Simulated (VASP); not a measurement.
Set up this calculation in VASP 6.6.1, as the native input.

| Item | Value |
| --- | --- |
| Task | single point |
| Functional | PBE |
| Potentials or basis | VASP PAW PBE potentials, release 64 (Al, N) |
| Cutoff | 520 eV |
| k mesh | 5 × 5 × 1 |
| Occupations | gaussian, width 0.1 eV |
| Spin | no spin polarisation |
| Dipole correction | yes |
| Further INCAR settings | ALGO = Normal; EDIFF = 1e-07; NBANDS = 36 |

The structure of Al6N lies in POSCAR:

```
Al6N
1.0
    5.7143028096      0.0000000000      0.0000000000
    0.0000000000      5.7143028096      0.0000000000
    0.0000000000      0.0000000000     22.1750227687
Al N
12 2
Direct
    0.2500000000      0.2500000000      0.1803831293
    0.2500000000      0.7500000000      0.1803831293
    0.7500000000      0.2500000000      0.1803831293
    0.7500000000      0.7500000000      0.1803831293
    0.0000000000      0.0000000000      0.2744094920
    0.0000000000      0.5000000000      0.2744094920
    0.5000000000      0.0000000000      0.2744094920
    0.5000000000      0.5000000000      0.2744094920
    0.2500000000      0.2500000000      0.3686590473
    0.2500000000      0.7500000000      0.3686590473
    0.7500000000      0.2500000000      0.3686590473
    0.7500000000      0.7500000000      0.3686590473
    0.3660379008      0.5000000000      0.5310038637
    0.6339620992      0.5000000000      0.5310038637
```

One way to write it, as run:

INCAR

```
SYSTEM = Al6N
PREC = Accurate
ENCUT = 520
EDIFF = 1E-7
ISMEAR = 0
SIGMA = 0.1
LREAL = .FALSE.
LASPH = .TRUE.
NELM = 100
ALGO = Normal
ISIF = 2
LWAVE = .FALSE.
LCHARG = .FALSE.
LDIPOL = .TRUE.
IDIPOL = 3
DIPOL = 0.5 0.5 0.311
GGA = PE
NBANDS = 36
```

KPOINTS

```
Automatic mesh
0
G
  5 5 1
  0 0 0
```

Potentials or basis: VASP PAW PBE potentials, release 64 (Al, N).

Run with:

```console
$ cat potpaw_PBE.64/Al/POTCAR potpaw_PBE.64/N/POTCAR > POTCAR
$ mpirun -np 1 vasp_std > vasp.out
```

Results of the run:

```
Largest force          : 13.982 eV/Å
Band gap on the k mesh : zero (bands 23 and 24 overlap by 0.38 eV)
```

Run time: 11 min on 1 thread of Intel(R) Xeon(R) Platinum 8259CL CPU @ 2.50GHz (Skylake/Cascade Lake), on a shared host, peak memory 0.69 GiB.
